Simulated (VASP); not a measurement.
Crystal: Sb.

```xyz
1
Lattice="0.0000 2.3712 2.3712 2.3712 0.0000 2.3712 2.3712 2.3712 0.0000" Properties=species:S:1:pos:R:3 pbc="T T T"
Sb    0.0000    0.0000    0.0000
```

This isn't the form of Sb at room conditions, which is rhombohedral.

Program: VASP 6.6.1. Alike in all runs: task single point; potentials or basis VASP PAW PBE potentials, release 64 (Sb); no spin polarisation; cell as given; cutoff (eV) 520.

**Question.** Order these runs on this cell by their pressure, lowest first.
A. level r2SCAN-based global hybrid with 50 % exact exchange; k mesh 6 × 6 × 6; smearing fermi-dirac 0.05 eV; grid for exact exchange (PRECFOCK) Normal; share of exact exchange 0.5
B. level PBE0; k mesh 5 × 5 × 5; smearing methfessel-paxton 0.05 eV; grid for exact exchange (PRECFOCK) Normal; share of exact exchange 0.25
C. level r2SCAN-based global hybrid with 35 % exact exchange; k mesh 6 × 6 × 6; smearing fermi-dirac 0.05 eV; grid for exact exchange (PRECFOCK) Normal; share of exact exchange 0.35
D. level r2SCAN; k mesh 6 × 6 × 6; smearing fermi-dirac 0.05 eV

**Answer.** A (-6.2 GPa), C (-3.5 GPa), B (-1.5 GPa), D (1.4 GPa).

Caveats: all runs use coarse meshes; the PAW data sets were made with another functional, which shifts forces and pressure a little.
